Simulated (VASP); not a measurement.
Set up this calculation in VASP 6.6.1, as the native input.

```yaml
Task: relaxation of cell and atoms
Functional: PBE
Potentials_or_basis: VASP PAW PBE potentials, release 64 (Pd, Al)
Cutoff: 500 eV
k_mesh: 7 × 7 × 7
Occupations: methfessel-paxton, width 0.05 eV
Spin: no spin polarisation
Dipole_correction: no
Further_INCAR_settings: ALGO = Normal; EDIFF = 1e-07; IBRION = 2; EDIFFG = -0.01; NSW = 80; ISIF = 3
```

The structure of Al3Pd lies in POSCAR:

```
Al3Pd
1.0
    0.0000000000      3.1350000000      3.1350000000
    3.1350000000      0.0000000000      3.1350000000
    3.1350000000      3.1350000000      0.0000000000
Pd Al
1 3
Direct
    0.0000000000      0.0000000000      0.0000000000
    0.5000000000      0.5000000000      0.5000000000
    0.2500000000      0.2500000000      0.2500000000
    0.7500000000      0.7500000000      0.7500000000
```

The input as run:

INCAR

```
SYSTEM = Al3Pd
  ALGO = Normal
  EDIFF = 1E-7
  EDIFFG = -0.01
  ENCUT = 500
  GGA = PE
  GGA_COMPAT = .FALSE.
  IBRION = 2
  ISIF = 3
  ISMEAR = 1
  LASPH = .TRUE.
  LCHARG = .FALSE.
  LREAL = .FALSE.
  LWAVE = .FALSE.
  NELM = 120
  NELMIN = 4
  NSW = 80
  PREC = Accurate
  SIGMA = 0.05
```

KPOINTS

```
k-points
0
G
  7 7 7
  0 0 0
```

Potentials or basis: VASP PAW PBE potentials, release 64 (Pd, Al).

The run is started by

```sh
$ cat potpaw_PBE.64/Pd/POTCAR potpaw_PBE.64/Al/POTCAR > POTCAR
$ mpirun -np 1 vasp_std > vasp.out
```

Results of the run:

The relaxed volume is 15.70 Å³/atom. The relaxed cell is a = 4.461 Å, b = 4.461 Å, c = 4.461 Å, α = 60.00°, β = 60.00°, γ = 60.00°, the space group after relaxing (to 0.1 Å) is Fm-3m (No. 225) and the energy gained by relaxing is 1.8 meV/atom. The ionic steps are 3. The pressure after relaxing is 0.0 GPa. The band gap on the k mesh is zero (an odd number of electrons rules out a gap without spin polarisation).

Run time: 69 s on 1 thread of Intel Xeon 8259CL, on a shared host, peak memory 0.19 GiB.
